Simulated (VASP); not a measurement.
# Ti4C in VASP: further runs

Runs on Ti4C. Level: PBE. Tasks: single point.

Everything below comes from runs of VASP 6.6.1. Logs are shortened: lines on timing, memory, paths and dates and some standing lists are left out, and cuts for length are marked.

## Step 1: The cell of the first run

The cell holds a slab with vacuum, 5 atoms: a = 3.256 Å, b = 3.256 Å, c = 20.180 Å, α = 90.00°, β = 90.00°, γ = 90.00°.

## Step 2: Single point, PBE

The input, INCAR:

```
PREC     = Accurate       # precision mode
ENCUT    = 520            # plane-wave cutoff, eV
EDIFF    = 1E-7           # SCF threshold, eV
ISMEAR   = 0              # smearing method
SIGMA    = 0.1            # smearing width, eV
LREAL    = F              # projectors in reciprocal space
LASPH    = T              # aspherical terms in the spheres
NELM     = 80             # most SCF steps
ALGO     = Normal         # electronic algorithm
ISIF     = 2              # what is computed and relaxed
LWAVE    = F              # write WAVECAR
LCHARG   = F              # write CHGCAR
LDIPOL   = T            
IDIPOL   = 3            
DIPOL    = 0.5 0.5 0.351
GGA      = PE             # functional
NBANDS   = 34             # bands
```

The input, KPOINTS:

```
regular mesh
0
Gamma
  8 8 1
```

The input, POSCAR:

```
Ti4C
1.0
    3.2555055347      0.0000000000      0.0000000000
    0.0000000000      3.2555055347      0.0000000000
    0.0000000000      0.0000000000     20.1798089631
Ti C
4 1
Direct
    0.5000000000      0.5000000000      0.1982179320
    0.0000000000      0.0000000000      0.2788803788
    0.5000000000      0.5000000000      0.3551905195
    0.0000000000      0.0000000000      0.4301234456
    0.0000000000      0.3750000000      0.4919651566
```

Potentials or basis: VASP PAW PBE potentials, release 64 (Ti_sv, C).

Command:

```console
> cat potpaw_PBE.64/Ti_sv/POTCAR potpaw_PBE.64/C/POTCAR > POTCAR
> mpirun -np 1 vasp_std > vasp.out
```

OUTCAR:

```text
PREC = Accurate
   ENCUT = 520
   EDIFF = 1E-7
   ISMEAR = 0
   LREAL = F
   LASPH = T
   NELM = 80
   ISIF = 2
   GGA = PE

 ion  position               nearest neighbor table
   1  0.500  0.500  0.198-   2 2.82   2 2.82   2 2.82   2 2.82
   2  0.000  0.000  0.279-   3 2.77   3 2.77   3 2.77   3 2.77   1 2.82   1 2.82   1 2.82   1 2.82

   3  0.500  0.500  0.355-   4 2.75   4 2.75   4 2.75   4 2.75   2 2.77   2 2.77   2 2.77   2 2.77

   4  0.000  0.000  0.430-   5 1.75   5 2.39   3 2.75   3 2.75   3 2.75   3 2.75
   5  0.000  0.375  0.492-   4 1.75   4 2.39

  LATTYP: Found a simple tetragonal cell.
 ALAT       =     3.2555055347
 C/A-ratio  =     6.1986713732

  Lattice vectors:

 A1 = (   3.2555055347,   0.0000000000,   0.0000000000)
 A2 = (   0.0000000000,   3.2555055347,   0.0000000000)
 A3 = (   0.0000000000,   0.0000000000,  20.1798089631)

Analysis of symmetry for initial positions (statically):
=====================================================================
 Subroutine PRICEL returns:
 Original cell was already a primitive cell.

 Routine SETGRP: Setting up the symmetry group for a
 simple tetragonal supercell.

 Subroutine GETGRP returns: Found  2 space group operations
 (whereof  2 operations were pure point group operations)
 out of a pool of 16 trial point group operations.

The static configuration has the point symmetry C_1h.

Analysis of symmetry for dynamics (positions and initial velocities):
=====================================================================
 Subroutine PRICEL returns:
 Original cell was already a primitive cell.

 Routine SETGRP: Setting up the symmetry group for a
 simple tetragonal supercell.

 Subroutine GETGRP returns: Found  2 space group operations
 (whereof  2 operations were pure point group operations)
 out of a pool of 16 trial point group operations.

The dynamic configuration has the point symmetry C_1h.

 Subroutine INISYM returns: Found  2 space group operations
 (whereof  2 operations are pure point group operations),
 and found     1 'primitive' translations

----------------------------------------------------------------------------------------

                                     Primitive cell

  volume of cell :     213.8720

  direct lattice vectors                    reciprocal lattice vectors
     3.255505535  0.000000000  0.000000000     0.307171955  0.000000000  0.000000000
     0.000000000  3.255505535  0.000000000     0.000000000  0.307171955  0.000000000
     0.000000000  0.000000000 20.179808963     0.000000000  0.000000000  0.049554483

  length of vectors
     3.255505535  3.255505535 20.179808963     0.307171955  0.307171955  0.049554483

  position of ions in fractional coordinates (direct lattice)
     0.500000000  0.500000000  0.198217932
     0.000000000  0.000000000  0.278880379
     0.500000000  0.500000000  0.355190519
     0.000000000  0.000000000  0.430123446
     0.000000000  0.375000000  0.491965157

  ion indices of the primitive-cell ions
   primitive index   ion index
                 1           1
                 2           2
                 3           3
                 4           4
                 5           5

----------------------------------------------------------------------------------------

 KPOINTS: regular mesh

Automatic generation of k-mesh.
 Grid dimensions read from file:
 generate k-points for:    8    8    1

 Generating k-lattice:

  Cartesian coordinates                     Fractional coordinates (reciprocal lattice)
     0.038396494  0.000000000  0.000000000     0.125000000  0.000000000  0.000000000
     0.000000000  0.038396494  0.000000000     0.000000000  0.125000000  0.000000000
     0.000000000  0.000000000  0.049554483     0.000000000  0.000000000  1.000000000

  Length of vectors
     0.038396494  0.038396494  0.049554483

  Shift w.r.t. Gamma in fractional coordinates (k-lattice)
     0.000000000  0.000000000  0.000000000

 Subroutine IBZKPT returns following result:
 ===========================================

 Found     25 irreducible k-points:

 Following reciprocal coordinates:
            Coordinates               Weight
  0.000000  0.000000  0.000000      1.000000
  0.125000  0.000000  0.000000      2.000000
  0.000000  0.125000  0.000000      2.000000
  0.250000  0.000000  0.000000      2.000000
  0.000000  0.250000  0.000000      2.000000
  0.375000  0.000000  0.000000      2.000000
[... 16 lines left out ...]
  0.500000  0.375000  0.000000      2.000000
 -0.375000  0.500000  0.000000      2.000000
   k-points           NKPTS =     25   k-points in BZ     NKDIM =     25   number of bands    NBANDS=     34
   number of dos      NEDOS =    301   number of ions     NIONS =      5
   total plane-waves  NPLWV =  86400
   dimension x,y,z NGX =    24 NGY =   24 NGZ =  150
   dimension x,y,z NGXF=    48 NGYF=   48 NGZF=  300
   ions per type =               4   1
   NGX,Y,Z   is equivalent  to a cutoff of  12.26, 12.26, 12.36 a.u.
   NGXF,Y,Z  is equivalent  to a cutoff of  24.51, 24.51, 24.71 a.u.
 SYSTEM =  unknown system
   PREC   = accura    normal or accurate (medium, high low for compatibility)
   ISTART =      0    job   : 0-new  1-cont  2-samecut
   ICHARG =      2    charge: 1-file 2-atom 10-const
   ISPIN  =      1    spin polarized calculation?
   LNONCOLLINEAR =      F non collinear calculations
   LSORBIT =      F    spin-orbit coupling
   LASPH  =      T    aspherical Exc in radial PAW
   ENCUT  =  520.0 eV  38.22 Ry    6.18 a.u.   6.05  6.05 37.52*2*pi/ulx,y,z
   NELM   =     80;   NELMIN=  2; NELMDL= -5     # of ELM steps
   EDIFF  = 0.1E-06   stopping-criterion for ELM
   LREAL  =      F    real-space projection
   EDIFFG = 0.1E-05   stopping-criterion for IOM
   NSW    =      0    number of steps for IOM
   IBRION =     -1    ionic relax: 0-MD 1-quasi-New 2-CG
   NFREE  =      0    steps in history (QN), initial steepest desc. (CG)
   ISIF   =      2    stress and relaxation
   ISYM   =      2    0-nonsym 1-usesym 2-fastsym
   POTIM  = 0.5000    time-step for ionic-motion
   TEBEG  =    0.0;   TEEND  =   0.0 temperature during run
   PSTRESS=    0.0 pullay stress
   NELECT =      52.0000    total number of electrons
   NUPDOWN=      -1.0000    fix difference up-down
   EMIN   =  10.00;   EMAX   =-10.00  energy-range for DOS
   EFERMI =   0.00;   METHOD = LEGACY
   ISMEAR =     0;   SIGMA  =   0.10  broadening in eV -4-tet -1-fermi 0-gaus
   EFERMI_NEDOS =   21; number of points for ismear=-14 and -15
   IALGO  =     38    algorithm
   IMIX   =      4    mixing-type and parameters
     AMIX     =   0.40;   BMIX     =  1.00
     AMIX_MAG =   1.60;   BMIX_MAG =  1.00
  volume/ion in A,a.u.               =      42.77       288.66
  Fermi-wavevector in a.u.,A,eV,Ry     =   1.021781  1.930887 14.204987  1.044037
  Thomas-Fermi vector in A             =   2.155425
   LORBIT       =      0    0 simple, 1 ext, 2 COOP (PROOUT), +10 PAW based schemes
   GGA     = PE    functional components
   LHFCALC =     F    Hartree Fock is set to
   AEXX    =    0.0000 exact exchange contribution
   IVDW    =     0    specifies the selected vdW correction
   LEPSILON=     F    determine dielectric tensor
   LRPA    =     F    only Hartree local field effects (RPA)
 non-spin polarized calculation
 Gauss-broadening in eV      SIGMA  =   0.10
  energy-cutoff  :      520.00
  volume of cell :      213.87
 maximum number of plane-waves:      5810
   NGX = 13   NGY = 13   NGZ = 75

 number of electron      52.0000023 magnetization

 dipolmoment           0.000000      0.000000      0.203313 electrons x Angstroem

 Free energy of the ion-electron system (eV)
  ---------------------------------------------------
  ext. energy  EPLUGINS =         0.00000000
  ---------------------------------------------------
  free energy    TOTEN  =       -34.90250896 eV

  energy without entropy =      -34.85849216  energy(sigma->0) =      -34.88050056

 E-fermi :  -0.4292     XC(G=0):  -5.1029

 val. band max:       -0.4318782793   @ k =   0.3750   0.0000   0.0000
 cond. band min:      -0.4252798740   @ k =   0.2500   0.1250   0.0000
 fundamental gap:      0.0065984053
 Fermi energy:        -0.4292041523

 k-point     1 :       0.0000    0.0000    0.0000
  band No.  band energies     occupation
      1     -57.5042      2.00000
      2     -56.8416      2.00000
      3     -56.6823      2.00000
      4     -56.2445      2.00000
      5     -33.8614      2.00000
      6     -33.6654      2.00000
[... 26 lines left out ...]
     33       1.4356      0.00000
     34       1.7310      0.00000

 k-point     2 :       0.1250    0.0000    0.0000
  band No.  band energies     occupation
      1     -57.5021      2.00000
      2     -56.8347      2.00000
      3     -56.6853      2.00000
      4     -56.2445      2.00000
      5     -33.8628      2.00000
      6     -33.6670      2.00000
[... 26 lines left out ...]
     33       1.4608      0.00000
     34       1.8093      0.00000

 k-point     3 :       0.0000    0.1250    0.0000
  band No.  band energies     occupation
      1     -57.5021      2.00000
      2     -56.8347      2.00000
      3     -56.6853      2.00000
      4     -56.2443      2.00000
      5     -33.8628      2.00000
      6     -33.6859      2.00000
[... 26 lines left out ...]
     33       1.3703      0.00000
     34       1.7403      0.00000
[... 704 lines left out ...]
 k-point    23 :       0.5000    0.3750    0.0000
  band No.  band energies     occupation
      1     -57.4820      2.00000
      2     -56.7708      2.00000
      3     -56.7083      2.00000
      4     -56.2341      2.00000
      5     -33.8363      2.00000
      6     -33.7711      2.00000
[... 26 lines left out ...]
     33       1.5125      0.00000
     34       2.3881      0.00000

 k-point    24 :      -0.3750    0.5000    0.0000
  band No.  band energies     occupation
      1     -57.4820      2.00000
      2     -56.7708      2.00000
      3     -56.7083      2.00000
      4     -56.2339      2.00000
      5     -33.8357      2.00000
      6     -33.7895      2.00000
[... 26 lines left out ...]
     33       1.5127      0.00000
     34       2.3272      0.00000

 [... further k-points ...]

------------------------ aborting loop because EDIFF is reached ----------------------------------------

 vacuum level on the upper side and lower side of the slab       (xc-potential included)         1.603        -1.839

  FORCE on cell =-STRESS in cart. coord.  units (eV):
  Direction    XX          YY          ZZ          XY          YZ          ZX
  --------------------------------------------------------------------------------------
  -------------------------------------------------------------------------------------
  Total       -0.5856320      0.3010677     -0.4519882      0.0000000      4.1629486      0.0000000
  in kB       -4.3871394      2.2553855     -3.3859751      0.0000000     31.1858583      0.0000000
  external PRESSURE =      -1.8392430 kB  Pullay stress =       0.0000000 kB

 VOLUME and BASIS-vectors are now :
 -----------------------------------------------------------------------------
  energy-cutoff  :      520.00
  volume of cell :      213.87
      direct lattice vectors                 reciprocal lattice vectors
     3.255505535  0.000000000  0.000000000     0.307171955  0.000000000  0.000000000
     0.000000000  3.255505535  0.000000000     0.000000000  0.307171955  0.000000000
     0.000000000  0.000000000 20.179808963     0.000000000  0.000000000  0.049554483

 POSITION                                       TOTAL-FORCE (eV/Angst)
 -----------------------------------------------------------------------------------
      1.62775      1.62775      4.00000         0.000000     -0.082959      0.571443
      0.00000      0.00000      5.62775         0.000000      0.147062     -0.528631
      1.62775      1.62775      7.16768         0.000000      0.151111     -0.361568
      0.00000      0.00000      8.67981         0.000000     -3.783036      0.260207
      0.00000      1.22081      9.92776         0.000000      3.567822      0.058549
 -----------------------------------------------------------------------------------
    total drift:                                0.000000      0.000012     -0.000067

  FREE ENERGIE OF THE ION-ELECTRON SYSTEM (eV)
  ---------------------------------------------------
  free  energy   TOTEN  =       -34.9025089551 eV

  energy  without entropy=      -34.8584921559  energy(sigma->0) =      -34.88050056

 vacuum level on the upper side and lower side of the slab         6.227         2.699
```

It took 7.9 min on 1 thread of Intel Xeon Platinum 8375C at 2.90GHz (Ice Lake), shared host; peak memory 0.36 GiB.

Results:

| Property | Result |
| --- | --- |
| Free energy | -34.9025 eV |
| Largest force | 3.792 eV/Å |
| Band gap on the k mesh | zero (bands 26 and 27 overlap by 0.62 eV) |

Forces on the atoms (eV/Å):
```
Ti   0.000 -0.083  0.571
Ti   0.000  0.147 -0.529
Ti   0.000  0.151 -0.362
Ti   0.000 -3.783  0.260
C    0.000  3.568  0.059
```

Levels at points of the mesh, in eV from the Fermi level:
| k point | band 22 | band 23 | band 24 | band 25 | band 26 | band 27 | band 28 | band 29 | band 30 | band 31 |
| --- | --- | --- | --- | --- | --- | --- | --- | --- | --- | --- |
| (0.00, 0.00, 0.00) | -1.79 | -1.02 | -0.56 | 0.22 | 0.44 | 0.51 | 0.93 | 0.95 | 1.13 | 1.27 |
| (0.50, 0.00, 0.00) | -1.82 | -0.89 | -0.42 | -0.12 | 0.07 | 0.21 | 0.48 | 1.08 | 1.17 | 1.34 |
| (0.00, 0.50, 0.00) | -0.86 | -0.45 | -0.26 | -0.13 | -0.10 | 0.26 | 0.33 | 0.90 | 1.00 | 1.25 |
| (0.50, 0.50, 0.00) | -0.67 | -0.63 | -0.53 | -0.36 | -0.17 | 0.07 | 0.25 | 0.77 | 1.61 | 1.95 |

## Step 3: Single point, PBE

The input, INCAR:

```
  PREC = Accurate
  ENCUT = 520
  EDIFF = 1E-6
  ISMEAR = 0
  SIGMA = 0.1
  LREAL = False
  LASPH = True
  NELM = 80
  ALGO = Normal
  ISIF = 2
  LWAVE = False
  LCHARG = False
  LDIPOL = True
  IDIPOL = 3
  DIPOL = 0.5 0.5 0.346
  GGA = PE
  NBANDS = 34
```

KPOINTS is that of step 2.

Edit POSCAR of step 2 so:

```diff
@@ -12,2 +12,2 @@
     0.0000000000      0.0000000000      0.4301234456
-    0.0000000000      0.3750000000      0.4919651566
+    0.1250000000      0.5000000000      0.4690349729
```

Potentials or basis: VASP PAW PBE potentials, release 64 (Ti_sv, C).

Command:

```console
> cat potpaw_PBE.64/Ti_sv/POTCAR potpaw_PBE.64/C/POTCAR > POTCAR
> mpirun -np 1 vasp_std > vasp.out
```

Wall time 6.5 min (1 thread of Intel Xeon Platinum 8375C at 2.90GHz (Ice Lake), shared host); peak memory 0.37 GiB.

Results (log left out):

```yaml
Free_energy: -36.4482 eV
Largest_force: 2.418 eV/Å
Band_gap_on_the_k_mesh: zero (bands 26 and 27 overlap by 0.45 eV)
```

Forces in eV/Å, atoms in the order of the input:
```
Ti  -0.092  0.000  0.480
Ti   0.098  0.000 -0.810
Ti  -0.086  0.000  0.055
Ti  -2.338  0.000  0.275
C    2.418  0.000  0.000
```

Levels at points of the mesh, in eV from the Fermi level:
```
           k point  band 22  band 23  band 24  band 25  band 26  band 27  band 28  band 29  band 30  band 31
(0.00, 0.00, 0.00)    -1.63    -1.32    -1.16     0.20     0.22     0.95     0.96     1.12     1.14     1.28
(0.50, 0.00, 0.00)    -1.53    -1.29    -0.43    -0.13     0.08     0.17     0.42     0.94     1.22     1.55
(0.00, 0.50, 0.00)    -0.91    -0.53    -0.24    -0.06     0.03     0.16     0.72     0.79     0.93     1.25
(0.50, 0.50, 0.00)    -1.02    -0.65    -0.55    -0.51    -0.35    -0.04     0.21     1.94     1.99     2.03
```

## Step 4: Single point, PBE

The input, INCAR:

```
ALGO = Normal
DIPOL = 0.5 0.5 0.342
EDIFF = 1E-6
ENCUT = 520
GGA = PE
IDIPOL = 3
ISIF = 2
ISMEAR = 0
LASPH = True
LCHARG = False
LDIPOL = True
LREAL = False
LWAVE = False
NBANDS = 34
NELM = 60
PREC = Accurate
SIGMA = 0.1
```

The input, KPOINTS:

```
k-points
0
Gamma
  8 8 1
```

Edit POSCAR of step 3 so:

```diff
@@ -12,2 +12,2 @@
     0.0000000000      0.0000000000      0.4301234456
-    0.1250000000      0.5000000000      0.4690349729
+    0.3750000000      0.5000000000      0.4486376890
```

Command:

```console
> cat potpaw_PBE.64/Ti_sv/POTCAR potpaw_PBE.64/C/POTCAR > POTCAR
> mpirun -np 1 vasp_std > vasp.out
```

It took 7.2 min on 1 thread of Intel Xeon Platinum 8375C at 2.90GHz (Ice Lake), shared host; peak memory 0.36 GiB.

The run converged. Its results:

```yaml
Free_energy: -38.4618 eV
Largest_force: 2.367 eV/Å
Band_gap_on_the_k_mesh: zero (bands 26 and 27 overlap by 0.53 eV)
```

Forces in eV/Å, atoms in the order of the input:
```
Ti  -0.032  0.000  0.288
Ti  -0.061  0.000 -0.770
Ti   0.515  0.000 -1.811
Ti  -0.683  0.000  2.267
C    0.261  0.000  0.026
```

Levels at points of the mesh, in eV from the Fermi level:
```csv
k point,band 22,band 23,band 24,band 25,band 26,band 27,band 28,band 29,band 30,band 31
"(0.00, 0.00, 0.00)",-1.51,-1.29,-1.10,0.15,0.21,0.94,0.96,0.97,1.01,1.25
"(0.50, 0.00, 0.00)",-1.84,-0.89,-0.46,-0.17,0.12,0.19,0.32,0.84,1.22,1.91
"(0.00, 0.50, 0.00)",-1.76,-0.82,-0.45,-0.18,0.11,0.25,0.33,0.84,1.23,1.98
"(0.50, 0.50, 0.00)",-1.17,-0.84,-0.62,-0.51,-0.22,-0.01,0.01,1.14,2.00,2.05
```

## Step 5: Summary

| cell | gap on the mesh (eV) | largest force (eV/Å) |
| --- | --- | --- |
| as given, atomic positions A | none | 3.79 |
| as given, atomic positions B | none | 2.42 |
| as given, atomic positions C | none | 2.37 |

Alike in all rows: task single point; level PBE; potentials or basis VASP PAW PBE potentials, release 64 (Ti_sv, C); no spin polarisation; k mesh 8 × 8 × 1; cutoff (eV) 520; smearing gaussian 0.1 eV.

Total energies depend on the potentials used, so only differences within one code and one set of settings carry meaning.

The gap in the log of VASP goes by the Fermi energy; the results here count the filled bands.